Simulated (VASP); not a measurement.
# AlN (P6_3mc) in VASP: a series of runs

The runs below take AlN through single point, with PBEsol.

Program: VASP 6.6.1. These are calculated values, not measurements. Logs are shortened: lines on timing, memory, paths and dates and some standing lists are left out, and cuts for length are marked.

## 1. The cell of the first run

Symmetry: P6_3mc, No. 186, hexagonal system. The conventional cell has a = 3.114 Å, b = 3.114 Å, c = 4.983 Å, α = 90.00°, β = 90.00°, γ = 120.00°. Within 2.5 Å of Al (site symmetry 3m) lie 4 N at 1.89 to 1.90 Å. Within 2.5 Å of N (site symmetry 3m) lie 4 Al at 1.89 to 1.90 Å.

## 2. Single point, PBEsol

INCAR reads:

```
PREC = Accurate
ENCUT = 520
EDIFF = 1E-7
ISMEAR = 0
SIGMA = 0.01
LREAL = F
LASPH = T
NELM = 60
ALGO = Normal
ISIF = 2
LWAVE = F
LCHARG = F
GGA = PS
NBANDS = 16
```

KPOINTS reads:

```
regular mesh
0
Gamma
  8 8 6
```

POSCAR reads:

```
AlN
1.0
    3.1138295276      0.0000000000      0.0000000000
   -1.5569147638      2.6966554739      0.0000000000
    0.0000000000      0.0000000000      4.9828522028
Al N
2 2
Direct
    0.3333333333      0.6666666667     -0.0010085599
    0.6666666667      0.3333333333      0.4989914401
    0.3333333333      0.6666666667      0.3810085599
    0.6666666667      0.3333333333      0.8810085599
```

Potentials or basis: VASP PAW PBE potentials, release 64 (Al, N).

The run is started by

```bash
> cat potpaw_PBE.64/Al/POTCAR potpaw_PBE.64/N/POTCAR > POTCAR
> mpirun -np 1 vasp_std > vasp.out
```

OUTCAR:

```text
PREC = Accurate
   ENCUT = 520
   EDIFF = 1E-7
   ISMEAR = 0
   LREAL = F
   LASPH = T
   NELM = 60
   ISIF = 2
   GGA = PS

 ion  position               nearest neighbor table
   1  0.333  0.667  0.999-   4 1.89   4 1.89   4 1.89   3 1.90   2 3.07   2 3.07   2 3.07   2 3.07
                             2 3.07   2 3.07
   2  0.667  0.333  0.499-   3 1.89   3 1.89   3 1.89   4 1.90   1 3.07   1 3.07   1 3.07   1 3.07
                             1 3.07   1 3.07
   3  0.333  0.667  0.381-   2 1.89   2 1.89   2 1.89   1 1.90
   4  0.667  0.333  0.881-   1 1.89   1 1.89   1 1.89   2 1.90

  LATTYP: Found a hexagonal cell.
 ALAT       =     3.1138295276
 C/A-ratio  =     1.6002328190

  Lattice vectors:

 A1 = (   3.1138295276,   0.0000000000,   0.0000000000)
 A2 = (  -1.5569147638,   2.6966554739,   0.0000000000)
 A3 = (   0.0000000000,   0.0000000000,   4.9828522028)

Analysis of symmetry for initial positions (statically):
=====================================================================
 Subroutine PRICEL returns:
 Original cell was already a primitive cell.

 Routine SETGRP: Setting up the symmetry group for a
 hexagonal supercell.

 Subroutine GETGRP returns: Found 12 space group operations
 (whereof  6 operations were pure point group operations)
 out of a pool of 24 trial point group operations.

The static configuration has the point symmetry C_3v.
 The point group associated with its full space group is C_6v.

Analysis of symmetry for dynamics (positions and initial velocities):
=====================================================================
 Subroutine PRICEL returns:
 Original cell was already a primitive cell.

 Routine SETGRP: Setting up the symmetry group for a
 hexagonal supercell.

 Subroutine GETGRP returns: Found 12 space group operations
 (whereof  6 operations were pure point group operations)
 out of a pool of 24 trial point group operations.

The dynamic configuration has the point symmetry C_3v.
 The point group associated with its full space group is C_6v.

 Subroutine INISYM returns: Found 12 space group operations
 (whereof  6 operations are pure point group operations),
 and found     1 'primitive' translations

----------------------------------------------------------------------------------------

                                     Primitive cell

[... 95 lines left out ...]
   LREAL  =      F    real-space projection
   EDIFFG = 0.1E-05   stopping-criterion for IOM
   NSW    =      0    number of steps for IOM
   IBRION =     -1    ionic relax: 0-MD 1-quasi-New 2-CG
   NFREE  =      0    steps in history (QN), initial steepest desc. (CG)
   ISIF   =      2    stress and relaxation
   ISYM   =      2    0-nonsym 1-usesym 2-fastsym
   POTIM  = 0.5000    time-step for ionic-motion
   TEBEG  =    0.0;   TEEND  =   0.0 temperature during run
   PSTRESS=    0.0 pullay stress
   NELECT =      16.0000    total number of electrons
   NUPDOWN=      -1.0000    fix difference up-down
   EMIN   =  10.00;   EMAX   =-10.00  energy-range for DOS
   EFERMI =   0.00;   METHOD = LEGACY
   ISMEAR =     0;   SIGMA  =   0.01  broadening in eV -4-tet -1-fermi 0-gaus
   EFERMI_NEDOS =   21; number of points for ismear=-14 and -15
   IALGO  =     38    algorithm
   IMIX   =      4    mixing-type and parameters
     AMIX     =   0.40;   BMIX     =  1.00
     AMIX_MAG =   1.60;   BMIX_MAG =  1.00
  volume/ion in A,a.u.               =      10.46        70.59
  Fermi-wavevector in a.u.,A,eV,Ry     =   1.188271  2.245506 19.211253  1.411987
  Thomas-Fermi vector in A             =   2.324404
   LORBIT       =      0    0 simple, 1 ext, 2 COOP (PROOUT), +10 PAW based schemes
   GGA     = PS    functional components
   LHFCALC =     F    Hartree Fock is set to
   AEXX    =    0.0000 exact exchange contribution
   IVDW    =     0    specifies the selected vdW correction
   LEPSILON=     F    determine dielectric tensor
   LRPA    =     F    only Hartree local field effects (RPA)
 non-spin polarized calculation
 Gauss-broadening in eV      SIGMA  =   0.01
  energy-cutoff  :      520.00
  volume of cell :       41.84
 maximum number of plane-waves:      1140
 NGX is ok and might be reduce to    24
   NGX = 11   NGY = 11   NGZ = 19

 number of electron      15.9999997 magnetization

 Free energy of the ion-electron system (eV)
  ---------------------------------------------------
  ext. energy  EPLUGINS =         0.00000000
  ---------------------------------------------------
  free energy    TOTEN  =       -31.31234123 eV

  energy without entropy =      -31.31234123  energy(sigma->0) =      -31.31234123

 E-fermi :   6.1330     XC(G=0): -11.0998

 val. band max:        6.0527269996   @ k =   0.0000   0.0000   0.0000
 cond. band min:      10.1641028753   @ k =   0.0000   0.0000   0.0000
 fundamental gap:      4.1113758757
 Fermi energy:         6.1330199307

 k-point     1 :       0.0000    0.0000    0.0000
  band No.  band energies     occupation
      1      -9.1104      2.00000
      2      -6.9298      2.00000
      3       0.0018      2.00000
      4       5.1727      2.00000
      5       5.1727      2.00000
      6       5.8273      2.00000
[... 433 lines left out ...]
      3       0.7208      2.00000
      4       1.3669      2.00000
      5       3.5998      2.00000
      6       4.3675      2.00000
[... 8 lines left out ...]
     15      18.1552      0.00000
     16      20.0608      0.00000

 [... further k-points ...]

------------------------ aborting loop because EDIFF is reached ----------------------------------------

  FORCE on cell =-STRESS in cart. coord.  units (eV):
  Direction    XX          YY          ZZ          XY          YZ          ZX
  --------------------------------------------------------------------------------------
  -------------------------------------------------------------------------------------
  Total       -0.0034986     -0.0034986      0.0083211      0.0000000      0.0000000     -0.0000000
  in kB       -0.1339684     -0.1339684      0.3186363      0.0000000      0.0000000     -0.0000000
  external PRESSURE =       0.0168998 kB  Pullay stress =       0.0000000 kB

 VOLUME and BASIS-vectors are now :
 -----------------------------------------------------------------------------
  energy-cutoff  :      520.00
  volume of cell :       41.84
      direct lattice vectors                 reciprocal lattice vectors
     3.113829528  0.000000000  0.000000000     0.321147960  0.185414861  0.000000000
    -1.556914764  2.696655474  0.000000000     0.000000000  0.370829722  0.000000000
     0.000000000  0.000000000  4.982852203     0.000000000  0.000000000  0.200688272

 POSITION                                       TOTAL-FORCE (eV/Angst)
 -----------------------------------------------------------------------------------
     -0.00000      1.79777      4.97783         0.000000     -0.000000     -0.000265
      1.55691      0.89889      2.48640        -0.000000      0.000000     -0.000265
     -0.00000      1.79777      1.89851         0.000000     -0.000000      0.000265
      1.55691      0.89889      4.38994        -0.000000     -0.000000      0.000265
 -----------------------------------------------------------------------------------
    total drift:                               -0.000000      0.000000      0.000408

  FREE ENERGIE OF THE ION-ELECTRON SYSTEM (eV)
  ---------------------------------------------------
  free  energy   TOTEN  =       -31.3123412262 eV

  energy  without entropy=      -31.3123412262  energy(sigma->0) =      -31.31234123
```

stdout:

```text
POSCAR found type information on POSCAR AlN
 POSCAR found :  2 types and       4 ions
 scaLAPACK will be used
 -----------------------------------------------------------------------------
|                                                                             |
|                                                                             |
|     You enforced a specific xc type in the INCAR file but a different       |
|     I HOPE YOU KNOW WHAT YOU ARE DOING!                                     |
|                                                                             |
 -----------------------------------------------------------------------------

 LDA part: xc-table for (Slater+PW92), standard interpolation
 POSCAR, INCAR and KPOINTS ok, starting setup
 FFT: planning ... GRIDC
 FFT: planning ... GRID_SOFT
 FFT: planning ... GRID
 WAVECAR not read
 entering main loop
```

It took 14 s on 1 thread of Intel Xeon 6975P-C, shared host; peak memory 0.16 GiB.

Results:

| Quantity | Value |
| --- | --- |
| Free energy | -31.3123 eV |
| Pressure | 0.0 GPa |
| Band gap on the k mesh | 4.11 eV, direct |

Caveat: the PAW data sets were made with another functional, which shifts forces and pressure a little. A k mesh can miss the band edges.

## 3. Single point, PBEsol (in-plane strain +0.005, then relaxed in part)

INCAR reads:

```
SYSTEM = AlN
  ALGO = Normal
  EDIFF = 1E-6
  ENCUT = 520
  GGA = PS
  ISIF = 2
  ISMEAR = 0
  LASPH = .True.
  LCHARG = .False.
  LREAL = .False.
  LWAVE = .False.
  NBANDS = 16
  NELM = 80
  PREC = Accurate
  SIGMA = 0.01
```

KPOINTS reads:

```
k-points
0
Gamma
  8 8 6
  0 0 0
```

POSCAR reads:

```
AlN
1.0
    3.1293986752      0.0000000000      0.0000000000
   -1.5646993376      2.7101387513      0.0000000000
    0.0000000000      0.0000000000      4.9678945019
Al N
2 2
Direct
    0.3333333333      0.6666666667     -0.0017374658
    0.6666666667      0.3333333333      0.4982625342
    0.3333333333      0.6666666667      0.3817374658
    0.6666666667      0.3333333333      0.8817374658
```

Potentials or basis: VASP PAW PBE potentials, release 64 (Al, N).

The run is started by

```bash
> cat potpaw_PBE.64/Al/POTCAR potpaw_PBE.64/N/POTCAR > POTCAR
> mpirun -np 1 vasp_std > vasp.out
```

Wall time 12 s (1 thread of Intel Xeon 6975P-C, shared host); peak memory 0.16 GiB.

Results (log left out):

* Free energy: -31.3095 eV
* Pressure: -1.5 GPa
* Band gap on the k mesh: 4.01 eV, direct

Forces on the atoms (eV/Å):
```
Al   0.000  0.000 -0.002
Al   0.000  0.000 -0.002
N    0.000  0.000  0.002
N    0.000  0.000  0.002
```

Stress tensor (GPa, compression positive):
```
-2.29  0.00  0.00
 0.00 -2.29  0.00
 0.00  0.00 -0.02
```

Levels at points of the mesh, in eV from the valence-band top:
| k point | band 5 | band 6 | band 7 | band 8 | band 9 | band 10 | band 11 | band 12 |
| --- | --- | --- | --- | --- | --- | --- | --- | --- |
| (0.00, 0.00, 0.00) | -0.97 | -0.29 | -0.29 | 0.00 | 4.01 | 6.37 | 10.44 | 10.84 |
| (0.50, 0.00, 0.00) | -3.40 | -2.19 | -1.83 | -0.75 | 5.55 | 5.67 | 7.96 | 10.06 |
| (0.00, 0.00, 0.50) | -0.64 | -0.64 | -0.64 | -0.64 | 6.23 | 6.23 | 10.13 | 10.13 |
| (0.50, 0.00, 0.50) | -1.55 | -1.55 | -1.39 | -1.39 | 5.13 | 5.13 | 9.03 | 9.03 |

Caveat: the cell differs from its parent crystal (in-plane strain +0.005, then relaxed in part); the PAW data sets were made with another functional, which shifts forces and pressure a little.

## 4. Single point, PBEsol (in-plane strain +0.005)

INCAR reads:

```
PREC = Accurate ; ENCUT = 520
EDIFF = 1E-6 ; ISMEAR = 0
SIGMA = 0.01 ; LREAL = F
LASPH = T ; NELM = 80
ALGO = Normal ; ISIF = 2
LWAVE = F ; LCHARG = F
GGA = PS ; NBANDS = 16
```

KPOINTS reads:

```
Automatic mesh
0
Gamma
  8 8 6
```

POSCAR reads:

```
AlN
1.0
    3.1293986752      0.0000000000      0.0000000000
   -1.5646993376      2.7101387513      0.0000000000
    0.0000000000      0.0000000000      4.9679036462
Al N
2 2
Direct
    0.3333333333      0.6666666667     -0.0010085599
    0.6666666667      0.3333333333      0.4989914401
    0.3333333333      0.6666666667      0.3810085599
    0.6666666667      0.3333333333      0.8810085599
```

Potentials or basis: VASP PAW PBE potentials, release 64 (Al, N).

The run is started by

```bash
> cat potpaw_PBE.64/Al/POTCAR potpaw_PBE.64/N/POTCAR > POTCAR
> mpirun -np 1 vasp_std > vasp.out
```

OUTCAR:

```text
PREC = Accurate
   ENCUT = 520
   EDIFF = 1E-6
   ISMEAR = 0
   LREAL = F
   LASPH = T
   NELM = 80
   ISIF = 2
   GGA = PS

 ion  position               nearest neighbor table
   1  0.333  0.667  0.999-   3 1.90   4 1.90   4 1.90   4 1.90   2 3.07   2 3.07   2 3.07   2 3.07
                             2 3.07   2 3.07
   2  0.667  0.333  0.499-   4 1.90   3 1.90   3 1.90   3 1.90   1 3.07   1 3.07   1 3.07   1 3.07
                             1 3.07   1 3.07
   3  0.333  0.667  0.381-   1 1.90   2 1.90   2 1.90   2 1.90
   4  0.667  0.333  0.881-   2 1.90   1 1.90   1 1.90   1 1.90

  LATTYP: Found a hexagonal cell.
 ALAT       =     3.1293986752
 C/A-ratio  =     1.5874946473

  Lattice vectors:

 A1 = (   3.1293986752,   0.0000000000,   0.0000000000)
 A2 = (  -1.5646993376,   2.7101387513,   0.0000000000)
 A3 = (   0.0000000000,   0.0000000000,   4.9679036462)

Analysis of symmetry for initial positions (statically):
=====================================================================
 Subroutine PRICEL returns:
 Original cell was already a primitive cell.

 Routine SETGRP: Setting up the symmetry group for a
 hexagonal supercell.

 Subroutine GETGRP returns: Found 12 space group operations
 (whereof  6 operations were pure point group operations)
 out of a pool of 24 trial point group operations.

The static configuration has the point symmetry C_3v.
 The point group associated with its full space group is C_6v.

Analysis of symmetry for dynamics (positions and initial velocities):
=====================================================================
 Subroutine PRICEL returns:
 Original cell was already a primitive cell.

 Routine SETGRP: Setting up the symmetry group for a
 hexagonal supercell.

 Subroutine GETGRP returns: Found 12 space group operations
 (whereof  6 operations were pure point group operations)
[... 127 lines left out ...]
     AMIX_MAG =   1.60;   BMIX_MAG =  1.00
  volume/ion in A,a.u.               =      10.53        71.08
  Fermi-wavevector in a.u.,A,eV,Ry     =   1.185513  2.240295 19.122185  1.405441
  Thomas-Fermi vector in A             =   2.321705
   LORBIT       =      0    0 simple, 1 ext, 2 COOP (PROOUT), +10 PAW based schemes
   GGA     = PS    functional components
   LHFCALC =     F    Hartree Fock is set to
   AEXX    =    0.0000 exact exchange contribution
   IVDW    =     0    specifies the selected vdW correction
   LEPSILON=     F    determine dielectric tensor
   LRPA    =     F    only Hartree local field effects (RPA)
 non-spin polarized calculation
 Gauss-broadening in eV      SIGMA  =   0.01
  energy-cutoff  :      520.00
  volume of cell :       42.13
 maximum number of plane-waves:      1150
 NGX is ok and might be reduce to    24
   NGX = 11   NGY = 11   NGZ = 19

 number of electron      15.9999998 magnetization

 Free energy of the ion-electron system (eV)
  ---------------------------------------------------
  ext. energy  EPLUGINS =         0.00000000
  ---------------------------------------------------
  free energy    TOTEN  =       -31.30883961 eV

  energy without entropy =      -31.30883961  energy(sigma->0) =      -31.30883961

 E-fermi :   6.0566     XC(G=0): -11.0693

 val. band max:        6.0120957955   @ k =   0.0000   0.0000   0.0000
 cond. band min:      10.0422112045   @ k =   0.0000   0.0000   0.0000
 fundamental gap:      4.0301154090
 Fermi energy:         6.0566345043

 k-point     1 :       0.0000    0.0000    0.0000
  band No.  band energies     occupation
      1      -9.1353      2.00000
      2      -6.9417      2.00000
      3      -0.0111      2.00000
      4       5.0789      2.00000
      5       5.0789      2.00000
      6       5.7547      2.00000
[... 433 lines left out ...]
      3       0.6686      2.00000
      4       1.3194      2.00000
      5       3.5691      2.00000
      6       4.2845      2.00000
[... 8 lines left out ...]
     15      18.0184      0.00000
     16      19.8995      0.00000

 [... further k-points ...]

------------------------ aborting loop because EDIFF is reached ----------------------------------------

  FORCE on cell =-STRESS in cart. coord.  units (eV):
  Direction    XX          YY          ZZ          XY          YZ          ZX
  --------------------------------------------------------------------------------------
  -------------------------------------------------------------------------------------
  Total       -0.6800468     -0.6800468      0.1814345      0.0000000      0.0000000      0.0000000
  in kB      -25.8597195    -25.8597195      6.8992989      0.0000000      0.0000000      0.0000000
  external PRESSURE =     -14.9400467 kB  Pullay stress =       0.0000000 kB

 VOLUME and BASIS-vectors are now :
 -----------------------------------------------------------------------------
  energy-cutoff  :      520.00
  volume of cell :       42.13
      direct lattice vectors                 reciprocal lattice vectors
     3.129398675  0.000000000  0.000000000     0.319550209  0.184492399  0.000000000
    -1.564699338  2.710138751  0.000000000     0.000000000  0.368984798  0.000000000
     0.000000000  0.000000000  4.967903646     0.000000000  0.000000000  0.201292149

 POSITION                                       TOTAL-FORCE (eV/Angst)
 -----------------------------------------------------------------------------------
     -0.00000      1.80676      4.96289         0.000000      0.000000     -0.093181
      1.56470      0.90338      2.47894        -0.000000      0.000000     -0.093181
     -0.00000      1.80676      1.89281        -0.000000      0.000000      0.093181
      1.56470      0.90338      4.37677         0.000000     -0.000000      0.093181
 -----------------------------------------------------------------------------------
    total drift:                               -0.000000      0.000000      0.000167

  FREE ENERGIE OF THE ION-ELECTRON SYSTEM (eV)
  ---------------------------------------------------
  free  energy   TOTEN  =       -31.3088396089 eV

  energy  without entropy=      -31.3088396089  energy(sigma->0) =      -31.30883961
```

OSZICAR:

```text
N       E                     dE             d eps       ncg     rms          rms(c)
DAV:   1     0.365999626928E+02    0.36600E+02   -0.72719E+03  1280   0.891E+02
DAV:   2    -0.325225139156E+02   -0.69122E+02   -0.63385E+02  1792   0.185E+02
DAV:   3    -0.357088587597E+02   -0.31863E+01   -0.31788E+01  1536   0.410E+01
DAV:   4    -0.357279269196E+02   -0.19068E-01   -0.19067E-01  1632   0.354E+00
DAV:   5    -0.357281791297E+02   -0.25221E-03   -0.25221E-03  1592   0.414E-01    0.116E+01
DAV:   6    -0.313602797049E+02    0.43679E+01   -0.95456E+00  1528   0.223E+01    0.415E+00
DAV:   7    -0.313462289462E+02    0.14051E-01   -0.60347E-01  1392   0.541E+00    0.288E+00
DAV:   8    -0.313134073392E+02    0.32822E-01   -0.72603E-02  1384   0.229E+00    0.612E-01
DAV:   9    -0.313085486778E+02    0.48587E-02   -0.12485E-02  1664   0.833E-01    0.252E-01
DAV:  10    -0.313089167144E+02   -0.36804E-03   -0.14452E-03  1416   0.247E-01    0.158E-01
DAV:  11    -0.313088404407E+02    0.76274E-04   -0.12117E-04  1448   0.808E-02    0.337E-02
DAV:  12    -0.313088396089E+02    0.83183E-06   -0.51430E-06  1528   0.194E-02
   1 F= -.31308840E+02 E0= -.31308840E+02  d E =-.356459E-13
```

It took 13 s on 1 thread of Intel Xeon 6975P-C, shared host; peak memory 0.16 GiB.

Results:

| Item | Value |
| --- | --- |
| Free energy | -31.3088 eV |
| Pressure | -1.5 GPa |
| Largest force | 0.093 eV/Å |
| Band gap on the k mesh | 4.03 eV, direct |

Forces on the atoms (eV/Å):
```
Al   0.000  0.000 -0.093
Al   0.000  0.000 -0.093
N    0.000  0.000  0.093
N    0.000  0.000  0.093
```

Caveat: the cell differs from its parent crystal (in-plane strain +0.005); the PAW data sets were made with another functional, which shifts forces and pressure a little. A k mesh can miss the band edges.
